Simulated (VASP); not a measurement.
Here is a VASP 6.6.1 calculation.

INCAR

```
ALGO = Normal
EDIFF = 1E-6
ENCUT = 520
GGA = PE
ISIF = 2
ISMEAR = -1
LASPH = True
LCHARG = False
LREAL = False
LWAVE = False
NBANDS = 13
NELM = 80
PREC = Accurate
SIGMA = 0.08
```

Contents of KPOINTS:

```
k-points
0
Gamma
  21 21 21
```

The input POSCAR:

```
Ru
1.0
   -1.2976570125      1.2976570125      1.2976570125
    1.2976570125     -1.2976570125      1.2976570125
    1.2976570125      1.2976570125     -1.2976570125
Ru
1
Direct
    0.0000000000      0.0000000000      0.0000000000
```

Potentials or basis: VASP PAW PBE potentials, release 64 (Ru_pv).

Run with:

```console
$ cat potpaw_PBE.64/Ru_pv/POTCAR > POTCAR
$ mpirun -np 1 vasp_std > vasp.out
```

Q: Estimate the pressure.

A: 426.1 GPa.

Q: What does it give for the band gap on the k mesh?

A: Zero (band 7 reaches 26.45 eV, above the bottom of band 8 at 18.92 eV).
